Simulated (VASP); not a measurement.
# NaScSe2 (P4/nmm) in VASP: notebook, part 2 of 2

VASP 6.6.1. Earlier steps stand in the parts before.

**4. Single point, PBE**

This run uses another cell than the first one, of 23.10 Å³/atom.

The input, INCAR:

```
SYSTEM = NaScSe2
ALGO     = Normal         ! electronic algorithm
EDIFF    = 1E-7           ! SCF threshold, eV
ENCUT    = 520            ! plane-wave cutoff, eV
GGA      = PE             ! functional
ISIF     = 2              ! what is computed and relaxed
ISMEAR   = 0              ! smearing method
LASPH    = .True.         ! aspherical terms in the spheres
LCHARG   = .False.        ! write CHGCAR
LREAL    = .False.        ! projectors in reciprocal space
LWAVE    = .False.        ! write WAVECAR
NBANDS   = 40             ! bands
NELM     = 100            ! most SCF steps
PREC     = Accurate       ! precision mode
SIGMA    = 0.01           ! smearing width, eV
```

The input, KPOINTS:

```
k-points
0
Gamma
  6 6 2
  0 0 0
```

The input, POSCAR:

```
NaScSe2
1.0
    3.9931436548      0.0000000000      0.0000000000
    0.0000000000      3.9931436548      0.0000000000
    0.0000000000      0.0000000000     11.5907860503
Na Se Sc
2 4 2
Direct
    0.5000000000      0.0000000000      0.8887268132
    0.0000000000      0.5000000000      0.1112731868
    0.5000000000      0.0000000000      0.1496489699
    0.0000000000      0.5000000000      0.3933450312
    0.5000000000      0.0000000000      0.6066549688
    0.0000000000      0.5000000000      0.8503510301
    0.5000000000      0.0000000000      0.3603642059
    0.0000000000      0.5000000000      0.6396357941
```

Command:

```console
$ cat potpaw_PBE.64/Na_pv/POTCAR potpaw_PBE.64/Se/POTCAR potpaw_PBE.64/Sc_sv/POTCAR > POTCAR
$ mpirun -np 1 vasp_std > vasp.out
```

Run time: 6.2 min. Hardware: 1 thread of Intel Xeon 8259CL, shared host; peak memory 0.34 GiB.

It converged, with:

| Property | Result |
| --- | --- |
| Free energy | -40.4820 eV |
| Pressure | 1.0 GPa |
| Largest force | 0.097 eV/Å |
| Band gap on the k mesh | 0.18 eV |

Forces in eV/Å, atoms in the order of the input:
```
Na   0.000  0.000 -0.002
Na   0.000  0.000  0.002
Se   0.000  0.000 -0.097
Se   0.000  0.000  0.005
Se   0.000  0.000 -0.005
Se   0.000  0.000  0.097
Sc   0.000  0.000  0.096
Sc   0.000  0.000 -0.096
```

Stress tensor (GPa, compression positive):
```
0.85 0.00 0.00
0.00 0.85 0.00
0.00 0.00 1.37
```

Levels at points of the mesh, in eV from the valence-band top:
| k point | band 26 | band 27 | band 28 | band 29 | band 30 | band 31 | band 32 | band 33 | band 34 | band 35 |
| --- | --- | --- | --- | --- | --- | --- | --- | --- | --- | --- |
| (0.00, 0.00, 0.00) | -0.33 | -0.33 | -0.31 | 0.00 | 0.00 | 0.18 | 0.65 | 1.58 | 1.75 | 2.53 |
| (0.50, 0.00, 0.00) | -1.55 | -1.32 | -1.32 | -0.03 | -0.03 | 2.35 | 2.35 | 2.43 | 2.43 | 2.48 |
| (0.50, 0.50, 0.00) | -2.01 | -1.34 | -1.34 | -1.08 | -1.08 | 1.65 | 1.65 | 2.39 | 2.39 | 2.66 |
| (0.00, 0.00, 0.50) | -0.98 | -0.17 | -0.17 | -0.15 | -0.15 | 0.18 | 0.65 | 1.58 | 1.75 | 2.55 |
| (0.50, 0.00, 0.50) | -1.87 | -0.93 | -0.93 | -0.03 | -0.03 | 2.23 | 2.23 | 2.41 | 2.41 | 2.48 |
| (0.50, 0.50, 0.50) | -1.69 | -1.65 | -1.65 | -1.14 | -1.14 | 1.95 | 1.95 | 2.13 | 2.13 | 2.66 |

A k mesh can miss the band edges.

**5. Single point, PBE**

This run uses another cell than the first one, of 23.55 Å³/atom.

The input, INCAR:

```
SYSTEM = NaScSe2
ALGO = Normal
EDIFF = 1E-6
ENCUT = 520
GGA = PE
ISIF = 2
ISMEAR = 0
LASPH = .True.
LCHARG = .True.
LELF = .True.
LREAL = .False.
LVHAR = .True.
LWAVE = .False.
NBANDS = 40
NELM = 60
PREC = Accurate
SIGMA = 0.01
```

KPOINTS is that of step 4.

The input, POSCAR:

```
NaScSe2
1.0
    4.0127046099      0.0000000000      0.0000000000
    0.0000000000      4.0127046099      0.0000000000
    0.0000000000      0.0000000000     11.6996061716
Na Se Sc
2 4 2
Direct
    0.5000000000      0.0000000000      0.8880275789
    0.0000000000      0.5000000000      0.1119724211
    0.5000000000      0.0000000000      0.1513099164
    0.0000000000      0.5000000000      0.3944215366
    0.5000000000      0.0000000000      0.6055784634
    0.0000000000      0.5000000000      0.8486900836
    0.5000000000      0.0000000000      0.3611484998
    0.0000000000      0.5000000000      0.6388515002
```

Potentials or basis: VASP PAW PBE potentials, release 64 (Na_pv, Se, Sc_sv).

Command:

```console
$ cat potpaw_PBE.64/Na_pv/POTCAR potpaw_PBE.64/Se/POTCAR potpaw_PBE.64/Sc_sv/POTCAR > POTCAR
$ mpirun -np 1 vasp_std > vasp.out
```

OUTCAR:

```text
SYSTEM = NaScSe2
   EDIFF = 1E-6
   ENCUT = 520
   GGA = PE
   ISIF = 2
   ISMEAR = 0
   LASPH = .True.
   LREAL = .False.
   NELM = 60
   PREC = Accurate

 ion  position               nearest neighbor table
   1  0.500  0.000  0.888-
   2  0.000  0.500  0.112-
   3  0.500  0.000  0.151-   7 2.46
   4  0.000  0.500  0.394-   8 2.86   7 2.86   7 2.86   7 2.86   7 2.86
   5  0.500  0.000  0.606-   7 2.86   8 2.86   8 2.86   8 2.86   8 2.86
   6  0.000  0.500  0.849-   8 2.46
   7  0.500  0.000  0.361-   3 2.46   5 2.86   4 2.86   4 2.86   4 2.86   4 2.86
   8  0.000  0.500  0.639-   6 2.46   4 2.86   5 2.86   5 2.86   5 2.86   5 2.86

  LATTYP: Found a simple tetragonal cell.
 ALAT       =     4.0127046099
 C/A-ratio  =     2.9156410225

  Lattice vectors:

 A1 = (   4.0127046099,   0.0000000000,   0.0000000000)
 A2 = (   0.0000000000,   4.0127046099,   0.0000000000)
 A3 = (   0.0000000000,   0.0000000000,  11.6996061716)

Analysis of symmetry for initial positions (statically):
=====================================================================
 Subroutine PRICEL returns:
 Original cell was already a primitive cell.

 Routine SETGRP: Setting up the symmetry group for a
 simple tetragonal supercell.

 Subroutine GETGRP returns: Found 16 space group operations
 (whereof  8 operations were pure point group operations)
 out of a pool of 16 trial point group operations.

The static configuration has the point symmetry D_2d.
 The point group associated with its full space group is D_4h.

Analysis of symmetry for dynamics (positions and initial velocities):
=====================================================================
 Subroutine PRICEL returns:
[... 137 lines left out ...]
     AMIX_MAG =   1.60;   BMIX_MAG =  1.00
  volume/ion in A,a.u.               =      23.55       158.91
  Fermi-wavevector in a.u.,A,eV,Ry     =   1.118004  2.112721 17.006371  1.249933
  Thomas-Fermi vector in A             =   2.254632
   LORBIT       =      0    0 simple, 1 ext, 2 COOP (PROOUT), +10 PAW based schemes
   GGA     = PE    functional components
   LHFCALC =     F    Hartree Fock is set to
   AEXX    =    0.0000 exact exchange contribution
   IVDW    =     0    specifies the selected vdW correction
   LEPSILON=     F    determine dielectric tensor
   LRPA    =     F    only Hartree local field effects (RPA)
 non-spin polarized calculation
 Gauss-broadening in eV      SIGMA  =   0.01
  energy-cutoff  :      520.00
  volume of cell :      188.38
 maximum number of plane-waves:      5148
 NGX is ok and might be reduce to    30
   NGX = 15   NGY = 15   NGZ = 43

 number of electron      59.9999981 magnetization

 Free energy of the ion-electron system (eV)
  ---------------------------------------------------
  ext. energy  EPLUGINS =         0.00000000
  ---------------------------------------------------
  free energy    TOTEN  =       -40.49474139 eV

  energy without entropy =      -40.49474139  energy(sigma->0) =      -40.49474139

 E-fermi :   2.4354     XC(G=0):  -9.1179

 val. band max:        2.3435021561   @ k =   0.3333   0.0000   0.0000
 cond. band min:       2.5394196943   @ k =   0.0000   0.0000   0.0000
 fundamental gap:      0.1959175382
 Fermi energy:         2.4354254148

 k-point     1 :       0.0000    0.0000    0.0000
  band No.  band energies     occupation
      1     -47.4663      2.00000
      2     -47.4653      2.00000
      3     -26.1336      2.00000
      4     -26.1336      2.00000
      5     -26.1297      2.00000
      6     -26.1297      2.00000
[... 849 lines left out ...]
     39       5.0986      0.00000
     40       5.0986      0.00000

------------------------ aborting loop because EDIFF is reached ----------------------------------------

  FORCE on cell =-STRESS in cart. coord.  units (eV):
  Direction    XX          YY          ZZ          XY          YZ          ZX
  --------------------------------------------------------------------------------------
  -------------------------------------------------------------------------------------
  Total        0.0943116      0.0943116      0.2611923      0.0000000      0.0000000     -0.0000000
  in kB        0.8021029      0.8021029      2.2213925      0.0000000      0.0000000     -0.0000000
  external PRESSURE =       1.2751994 kB  Pullay stress =       0.0000000 kB

 VOLUME and BASIS-vectors are now :
 -----------------------------------------------------------------------------
  energy-cutoff  :      520.00
  volume of cell :      188.38
      direct lattice vectors                 reciprocal lattice vectors
     4.012704610  0.000000000  0.000000000     0.249208476  0.000000000  0.000000000
     0.000000000  4.012704610  0.000000000     0.000000000  0.249208476  0.000000000
     0.000000000  0.000000000 11.699606172     0.000000000  0.000000000  0.085472963

 POSITION                                       TOTAL-FORCE (eV/Angst)
 -----------------------------------------------------------------------------------
      2.00635      0.00000     10.38957         0.000000     -0.000000      0.002410
      0.00000      2.00635      1.31003         0.000000     -0.000000     -0.002410
      2.00635      0.00000      1.77027         0.000000     -0.000000     -0.030245
      0.00000      2.00635      4.61458         0.000000      0.000000     -0.004480
      2.00635      0.00000      7.08503         0.000000     -0.000000      0.004480
      0.00000      2.00635      9.92934         0.000000     -0.000000      0.030245
      2.00635      0.00000      4.22530        -0.000000     -0.000000      0.019831
      0.00000      2.00635      7.47431        -0.000000     -0.000000     -0.019831
 -----------------------------------------------------------------------------------
    total drift:                                0.000000      0.000000      0.000000

  FREE ENERGIE OF THE ION-ELECTRON SYSTEM (eV)
  ---------------------------------------------------
  free  energy   TOTEN  =       -40.4947413946 eV

  energy  without entropy=      -40.4947413946  energy(sigma->0) =      -40.49474139
```

Wall time 5.2 min (1 thread of Intel Xeon 8259CL, shared host); peak memory 0.35 GiB.

What came out:

* Free energy: -40.4947 eV
* Pressure: 0.1 GPa
* Largest force: 0.030 eV/Å
* Band gap on the k mesh: 0.20 eV (least direct gap 0.20 eV)

Forces in eV/Å, atoms in the order of the input:
```
Na   0.000  0.000  0.002
Na   0.000  0.000 -0.002
Se   0.000  0.000 -0.030
Se   0.000  0.000 -0.004
Se   0.000  0.000  0.004
Se   0.000  0.000  0.030
Sc   0.000  0.000  0.020
Sc   0.000  0.000 -0.020
```

Stress tensor (GPa, compression positive):
```
0.08 0.00 0.00
0.00 0.08 0.00
0.00 0.00 0.22
```

A k mesh can miss the band edges.

**6. Summary**

```tsv
cell	gap on the mesh (eV)	pressure (GPa)	largest force (eV/Å)
a = 3.931, b = 3.931, c = 11.461 Å, 8 atoms, atomic positions A	0.10	3.9	0.53
a = 3.972, b = 3.972, c = 11.581 Å, 8 atoms, atomic positions A	0.15	1.9	0.27
a = 3.993, b = 3.993, c = 11.591 Å, 8 atoms, atomic positions B	0.18	1.0	0.10
a = 4.013, b = 4.013, c = 11.700 Å, 8 atoms, atomic positions A	0.20	0.1	0.03
```

Alike in all rows: task single point; level PBE; potentials or basis VASP PAW PBE potentials, release 64 (Na_pv, Se, Sc_sv); no spin polarisation; k mesh 6 × 6 × 2; cutoff (eV) 520; smearing gaussian 0.01 eV.

Caveats: the cell stands under pressure (at least some runs).

Absolute energies hang on the potentials; compare differences alone.
